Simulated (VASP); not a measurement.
Input of a VASP 6.6.1 run:

Contents of INCAR:

```
SYSTEM = GeH2
ALGO = Normal
EDIFF = 1E-6
ENCUT = 500
GGA = CA
GGA_COMPAT = .FALSE.
ISIF = 2
ISMEAR = 0
LASPH = .TRUE.
LCHARG = .TRUE.
LELF = .TRUE.
LREAL = .FALSE.
LVHAR = .TRUE.
LWAVE = .FALSE.
NBANDS = 15
NELM = 120
PREC = Accurate
SIGMA = 0.05
```

The input KPOINTS:

```
k-points
0
G
  6 6 6
  0 0 0
```

File POSCAR:

```
GeH2
1.0
    0.0000000000      2.4738304334      2.4738304334
    2.4738304334      0.0000000000      2.4738304334
    2.4738304334      2.4738304334      0.0000000000
Ge H
1 2
Direct
    0.0000000000      0.0000000000      0.0000000000
    0.2500000000      0.2500000000      0.2500000000
    0.7500000000      0.7500000000      0.7500000000
```

Potentials or basis: VASP PAW LDA potentials, release 64 (Ge_d, H).

The run is started by

```sh
$ cat potpaw_LDA.64/Ge_d/POTCAR potpaw_LDA.64/H/POTCAR > POTCAR
$ mpirun -np 1 vasp_std > vasp.out
```

Task: Predict the pressure.

Result: -6.7 GPa.

Task: What does it give for the band gap on the k mesh?

Result: Zero (band 8 reaches 8.15 eV, above the bottom of band 9 at 3.14 eV).

Caveat: the k points lie up to 0.37 Å⁻¹ apart.
